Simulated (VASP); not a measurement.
A run of VASP 6.6.1:

File POSCAR:

```
WC
1.0
    0.0000000000      2.1926840000      2.1926840000
    2.1926840000      0.0000000000      2.1926840000
    2.1926840000      2.1926840000      0.0000000000
W C
1 1
Direct
    0.0000000000      0.0000000000      0.0000000000
    0.5000000000      0.5000000000      0.5000000000
```

Contents of INCAR.step1:

```
PREC = Accurate
ENCUT = 910
EDIFF = 1E-6
ISMEAR = -1
SIGMA = 0.05
LREAL = False
LASPH = True
NELM = 200
ALGO = Normal
ISIF = 2
LWAVE = False
LCHARG = True
LMAXMIX = 4
LDAU = True
LDAUTYPE = 2
LDAUL = 2 -1
LDAUU = 5 0
LDAUJ = 0 0
LDAUPRINT = 1
NBANDS = 16
GGA_COMPAT = False
NEDOS = 2001
LORBIT = 11
```

Contents of KPOINTS.step1:

```
regular mesh
0
Gamma
  10 10 10
```

File INCAR.step2:

```
PREC = Accurate
ENCUT = 910
EDIFF = 1E-6
ISMEAR = -5
SIGMA = 0.05
LREAL = False
LASPH = True
NELM = 200
ALGO = Normal
ISIF = 2
LWAVE = False
LCHARG = False
LMAXMIX = 4
LDAU = True
LDAUTYPE = 2
LDAUL = 2 -1
LDAUU = 5 0
LDAUJ = 0 0
LDAUPRINT = 1
LORBIT = 11
NEDOS = 1001
ICHARG = 11
GGA_COMPAT = False
```

File KPOINTS.step2:

```
regular mesh
0
Gamma
  15 15 15
```

Potentials or basis: VASP PAW LDA potentials, release 64 (W_sv, C_h).

Command:

```sh
$ cat potpaw_LDA.64/W_sv/POTCAR potpaw_LDA.64/C_h/POTCAR > POTCAR
$ cp INCAR.step1 INCAR
$ cp KPOINTS.step1 KPOINTS
$ mpirun -np 1 vasp_std > vasp.out
$ cp INCAR.step2 INCAR
$ cp KPOINTS.step2 KPOINTS
$ mpirun -np 1 vasp_std > vasp.out
```

Hardware: 1 thread of AMD EPYC 9R14 (Zen 4), with other jobs on the host.

Problem. Estimate the wall time of this run.

Solution. It took 60 s on 1 thread of AMD EPYC 9R14 (Zen 4), on a shared host, peak memory 0.19 GiB. Counts: k points 120.
